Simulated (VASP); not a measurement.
W: single point with PBE

The system is W.

```
W
1.0
    -1.58516    1.58516    1.58516
     1.58516   -1.58516    1.58516
     1.58516    1.58516   -1.58516
W
1
Direct
  0.00000 0.00000 0.00000
```

```
Program                : VASP 6.6.1
Task                   : single point
Functional             : PBE
Potentials or basis    : VASP PAW PBE potentials, release 64 (W_sv)
Cutoff                 : 500 eV
k mesh                 : 6 × 6 × 6, shifted
Occupations            : gaussian, width 0.1 eV
Spin                   : no spin polarisation
Dipole correction      : no
Further INCAR settings : ALGO = Normal; EDIFF = 1e-06; NBANDS = 13; ISYM = 0
```

```yaml
Pressure: 4.8 GPa
Band_gap_on_the_k_mesh: zero (band 7 reaches 14.97 eV, above the bottom of band 8 at 10.47 eV)
```

Levels at points of the mesh, in eV from the Fermi level:
```
           k point  band 3  band 4  band 5  band 6  band 7  band 8  band 9  band 10  band 11  band 12
(0.08, 0.08, 0.00)  -37.71  -37.67   -8.54   -1.57   -1.45   -0.10    1.64     2.47    15.37    16.21
```

Run time: 66 s on 1 thread of Intel Xeon 6975P-C, with other jobs on the host, peak memory 0.22 GiB.

Caveat: the k points lie up to 0.47 Å⁻¹ apart; spin-orbit coupling is left out, which moves the levels of the heavy elements.
